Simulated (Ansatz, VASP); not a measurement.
# Two plane-wave programs on Si

The input INCAR:

```
SYSTEM = Si
ALGO = Normal ; EDIFF = 1E-6
ENCUT = 520 ; ISIF = 2
ISMEAR = 0 ; LASPH = .True.
LCHARG = .False. ; LREAL = .False.
LWAVE = .False. ; NBANDS = 16
NELM = 80 ; PREC = Accurate
SIGMA = 0.05
```

Contents of KPOINTS:

```
k-points
0
Gamma
  10 10 6
  0 0 0
```

The input POSCAR:

```
Si
1.0
    0.0000000000     -2.7007989451     -2.7007989451
    0.0000000000      2.7007989451     -2.7007989451
    5.4015978902      0.0000000000      0.0000000000
Si
4
Direct
    0.5249452768      0.4784134782      0.0000000000
   -0.0249452768      0.0215865218      0.5000000000
    0.0249452768      0.5215865218      0.2500000000
    0.4750547232     -0.0215865218      0.7500000000
```

Input for Ansatz:

```yaml
crystal:
  lattice:
    - [0.0, -2.7007989451, -2.7007989451]
    - [0.0, 2.7007989451, -2.7007989451]
    - [5.4015978902, 0.0, 0.0]
  atoms:
    - { symbol: Si, position: [0.5249452768, 0.4784134782, 0.0] }
    - { symbol: Si, position: [-0.0249452768, 0.0215865218, 0.5] }
    - { symbol: Si, position: [0.0249452768, 0.5215865218, 0.25] }
    - { symbol: Si, position: [0.4750547232, -0.0215865218, 0.75] }
basis:
  ecutwfc: 420
kpoints:
  mp_grid: { grid: [10, 10, 6] }
hamiltonian:
  xc: lda
  pseudopotentials: { kind: paw, azcp: { folder: soft_1 } }
scf:
  occupations: { method: gaussian, width: 0.05 }
output:
  forces: true
  stress: true
  eigenvalues: true
```

Change from the starting cell: mode 4 frozen in at -0.126 Å and mode 9 at +0.000 Å (largest displacements).

Alike in both runs: task single point; functional LDA; k mesh 10 × 10 × 6; occupations gaussian, width 0.05 eV; no spin polarisation.

```csv
,VASP,Ansatz
version,VASP 6.6.1,Ansatz 0.2.0
potentials or method,"VASP PAW LDA potentials, release 64 (Si), cutoff 520 eV","scalar-relativistic, plane waves, PAW"
valence electrons in the cell,16,16
```

VASP gave:

| Item | Value |
| --- | --- |
| gap on the k mesh at the Fermi level (eV) | 0.37 |
| least direct gap on the mesh (eV) | 0.70 |
| pressure (GPa) | -0.6 |
| traceless stress, the component that is largest in VASP (GPa) | -0.06 |
| rms of the force components (eV/Å) | 0.146 |

Estimate Ansatz's values.

gap on the k mesh at the Fermi level (eV): 0.37; least direct gap on the mesh (eV): 0.70; pressure (GPa): -0.6; traceless stress, the component that is largest in VASP (GPa): -0.05; rms of the force components (eV/Å): 0.146.

Ansatz warns that its potentials were made for another functional, while VASP's fit it. LDA's correlation is that of Perdew and Zunger in VASP and of Perdew and Wang (1992) in Ansatz. Atom by atom the forces differ by 0.000 eV/Å (rms over components).
